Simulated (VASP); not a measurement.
Crystal: Bi2Se3.

```
CELL_PARAMETERS angstrom
2.07150 1.19598 9.54533
-2.07150 1.19598 9.54533
0.00000 -2.39196 9.54533
ATOMIC_POSITIONS crystal
Bi 0.40080 0.40080 0.40080
Bi 0.59920 0.59920 0.59920
Se 0.00000 0.00000 0.00000
Se 0.21170 0.21170 0.21170
Se 0.78830 0.78830 0.78830
```

Base run:

- Program: VASP 6.6.1
- Functional: RPBE
- Potentials or basis: VASP PAW PBE potentials, release 64 (Bi_d, Se)
- Cutoff: 520 eV
- k mesh: 6 × 6 × 6
- Occupations: gaussian, width 0.01 eV
- Spin: no spin polarisation

Its results: band gap on the k mesh 0.29 eV; pressure 4.2 GPa; largest force 0.191 eV/Å.

Task: After a change of settings the same cell gave: band gap on the k mesh 0.27 eV; pressure 6.5 GPa; largest force 0.360 eV/Å. Which change was it?
A. functional from RPBE to BLYP
B. functional from RPBE to PBEsol
C. functional from RPBE to LDA; potentials or basis from VASP PAW PBE potentials, release 64 (Bi_d, Se) to VASP PAW LDA potentials, release 64 (Bi_d, Se)

Result: A.

Caveats: the cell stands under pressure; the PAW data sets were made with another functional, which shifts forces and pressure a little; spin-orbit coupling is left out, which moves the levels of the heavy elements.
